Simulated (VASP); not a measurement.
Here is a VASP 6.6.1 calculation.

The input INCAR:

```
  ALGO = Normal
  EDIFF = 1E-6
  ENCUT = 520
  GGA = PE
  ISIF = 2
  ISMEAR = 0
  LASPH = True
  LCHARG = False
  LREAL = False
  LWAVE = False
  NBANDS = 16
  NELM = 60
  PREC = Accurate
  SIGMA = 0.05
```

Contents of KPOINTS:

```
k-points
0
Gamma
  6 6 4
```

Contents of POSCAR:

```
AlN
1.0
    3.1110021516      0.0000000000      0.0000000000
   -1.5555010758      2.6942068945      0.0000000000
    0.0000000000      0.0000000000      4.9780000000
Al N
2 2
Direct
    0.3552880820      0.6827386581      0.0086985276
    0.6886214153      0.3494053248      0.5086985276
    0.3333333333      0.6666666667      0.3850000000
    0.6666666667      0.3333333333      0.8850000000
```

Potentials or basis: VASP PAW PBE potentials, release 64 (Al, N).

Launch:

```console
$ cat potpaw_PBE.64/Al/POTCAR potpaw_PBE.64/N/POTCAR > POTCAR
$ mpirun -np 1 vasp_std > vasp.out
```

(1) Predict the band gap on the k mesh.

(2) Predict the pressure.

(3) Predict the largest force.

## Answers

(1) 4.22 eV.

(2) 4.4 GPa.

(3) 0.994 eV/Å.

Caveat: the cell differs from its parent crystal (all Al atoms moved +0.075 Å, as atom 1 along Cartesian [1 1 1]); the cell stands under pressure.
